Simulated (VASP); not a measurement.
Wanted: the native input for a VASP 6.6.1 run.

* Task: single point
* Functional: PBE
* Potentials or basis: VASP PAW PBE potentials, release 64 (Ga_d, N)
* Cutoff: 520 eV
* k mesh: 10 × 10 × 10
* Occupations: fermi-dirac, width 0.02 eV
* Spin: no spin polarisation
* Dipole correction: no
* Further INCAR settings: ALGO = Normal; EDIFF = 1e-06; NBANDS = 16

The structure of GaN lies in POSCAR:

```
GaN
1.0
    0.0000000000      2.2489526240      2.2489526240
    2.2489526240      0.0000000000      2.2489526240
    2.2489526240      2.2489526240      0.0000000000
Ga N
1 1
Direct
    0.0000000000      0.0000000000      0.0000000000
    0.7500000000      0.7500000000      0.7500000000
```

The input as run:

INCAR

```
ALGO = Normal ; EDIFF = 1E-6
ENCUT = 520 ; GGA = PE
ISIF = 2 ; ISMEAR = -1
LASPH = T ; LCHARG = F
LREAL = F ; LWAVE = F
NBANDS = 16 ; NELM = 60
PREC = Accurate ; SIGMA = 0.02
```

KPOINTS

```
k-points
0
Gamma
  10 10 10
```

Potentials or basis: VASP PAW PBE potentials, release 64 (Ga_d, N).

Run with:

```console
$ cat potpaw_PBE.64/Ga_d/POTCAR potpaw_PBE.64/N/POTCAR > POTCAR
$ mpirun -np 1 vasp_std > vasp.out
```

It gave:

- Pressure: 6.3 GPa
- Band gap on the k mesh: 1.76 eV, direct

It took 19 s on 1 thread of AMD EPYC 7R43 64-Core Processor (Zen 3), on a shared host, peak memory 0.1 GiB.
